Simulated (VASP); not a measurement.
Crystal: SnPt2Se3.

```
Sn Pt Se
1.0
     4.37914    0.00000    0.00000
    -2.18957    3.79245    0.00000
     0.00000    0.00000    9.57056
Sn Pt Se
1 2 3
Direct
  0.00000 0.00000 0.96916
  0.33333 0.66667 0.39627
  0.66667 0.33333 0.39627
  0.33333 0.66667 0.79827
  0.66667 0.33333 0.79827
  0.00000 0.00000 0.47485
```

The cell was built from a structure type or drawn by symmetry, and may not be a known phase.

* Program: VASP 6.6.1
* Task: relaxation of cell and atoms
* Functional: PBE
* Potentials or basis: VASP PAW PBE potentials, release 64 (Sn_d, Pt, Se)
* Cutoff: 600 eV
* k mesh: 6 × 6 × 2
* Occupations: gaussian, width 0.1 eV
* Spin: no spin polarisation

At the start: pressure 6.5 GPa; volume 26.49 Å³/atom.

Problem. Where does the relaxation end?

Solution. Over 49 steps the energy falls by 428.7 meV/atom and the volume is 19.63 Å³/atom (-25.9 %); space group P6mm (No. 183, to 0.1 Å) before, P6/mmm (No. 191, to 0.1 Å).

Step by step:
| step | energy change (eV) | largest force (eV/Å) | pressure (GPa) | volume (Å³) |
| --- | --- | --- | --- | --- |
| 1 | 0.0000 | 0.6123 | 6.51 | 158.94 |
| 3 | -0.3225 | 0.3598 | -0.66 | 170.28 |
| 5 | -0.3491 | 0.1828 | -0.41 | 168.57 |
| 7 | -0.3857 | 0.2803 | -0.31 | 164.22 |
| 9 | -0.4685 | 0.2577 | -2.10 | 156.42 |
| 11 | -1.0886 | 4.2667 | 5.27 | 118.96 |
| 13 | -1.1153 | 0.3876 | -2.47 | 131.15 |
| 15 | -1.4599 | 1.3189 | 1.51 | 122.09 |
| 17 | -1.5404 | 0.6130 | -0.83 | 124.51 |
| 19 | -1.6140 | 0.6171 | 0.18 | 121.80 |
| 21 | -1.6621 | 0.7040 | 1.19 | 119.61 |
| 23 | -1.9768 | 2.2042 | 7.52 | 110.38 |
| 25 | -1.9901 | 2.0951 | 6.13 | 111.45 |
| 27 | -2.0611 | 2.0746 | 6.35 | 111.41 |
| 29 | -2.0821 | 2.0692 | 6.68 | 111.37 |
| 31 | -2.2595 | 1.6185 | 2.83 | 114.89 |
| 33 | -2.3827 | 0.8591 | -1.64 | 120.00 |
| 35 | -2.4613 | 1.0496 | 1.12 | 117.14 |
| 37 | -2.4921 | 0.6809 | 0.18 | 117.88 |
| 39 | -2.5112 | 0.3798 | 0.03 | 118.25 |
| 41 | -2.5525 | 0.2417 | 0.13 | 117.85 |
| 43 | -2.5604 | 0.1746 | -0.09 | 118.05 |
| 45 | -2.5698 | 0.0871 | 0.57 | 117.21 |
| 47 | -2.5719 | 0.0440 | -0.04 | 117.89 |
| 49 | -2.5724 | 0.0376 | 0.03 | 117.81 |

Final structure:
```
Sn Pt Se
1.0
     5.03383    0.00000    0.00000
    -2.51692    4.35942    0.00000
     0.00000    0.00000    5.36847
Sn Pt Se
1 2 3
Direct
  0.00000 0.00000 0.89121
  0.33333 0.66667 0.38817
  0.66667 0.33333 0.38817
  0.33333 0.66667 0.88764
  0.66667 0.33333 0.88764
  0.00000 0.00000 0.39026
```

Caveat: the volume moved by over 15 % at a fixed basis, so the end points are rough.
